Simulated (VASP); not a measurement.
Runs of VASP 6.6.1 on S. The structure is that of space group P6_3/mmc (No. 194), or close to it. The cells are those of the table. This isn't the form of S at room conditions, which is orthorhombic, of S8 rings.

| task | cell | k mesh | cutoff (eV) | gap on the mesh (eV) | pressure (GPa) |
| --- | --- | --- | --- | --- | --- |
| single point | a = 3.488, b = 3.488, c = 11.250 Å, angles 90.0, 90.0, 120.0°, 4 atoms | 6 × 6 × 2 | 520 | none | -12.3 |
| single point | a = 3.429, b = 3.429, c = 6.739 Å, angles 90.0, 90.0, 120.0°, 4 atoms | 6 × 6 × 2 | 520 | none | -0.2 |
| single point | a = 3.414, b = 3.414, c = 6.759 Å, angles 90.0, 90.0, 120.0°, 4 atoms | 6 × 6 × 4 | 520 | none | (a) |
| single point | a = 3.432, b = 3.432, c = 6.707 Å, angles 90.0, 90.0, 120.0°, 4 atoms | 15 × 15 × 8 | 520 | none | -0.2 |
| relaxation of cell and atoms | relaxed from a = 3.429, b = 3.429, c = 6.739 Å, angles 90.0, 90.0, 120.0°, 4 atoms | 6 × 6 × 4 | 600 | none | 0.0 |

Alike in all rows: level r2SCAN; potentials or basis VASP PAW PBE potentials, release 64 (S); no spin polarisation; smearing gaussian 0.1 eV.

Problem. Estimate the missing entries.

Solution. (a) -0.3.

Caveats: some runs use coarse meshes; the PAW data sets were made with another functional, which shifts forces and pressure a little; the cell stands under tension (at least some runs).

A gap of «none» marks levels without a gap at the run's occupations.
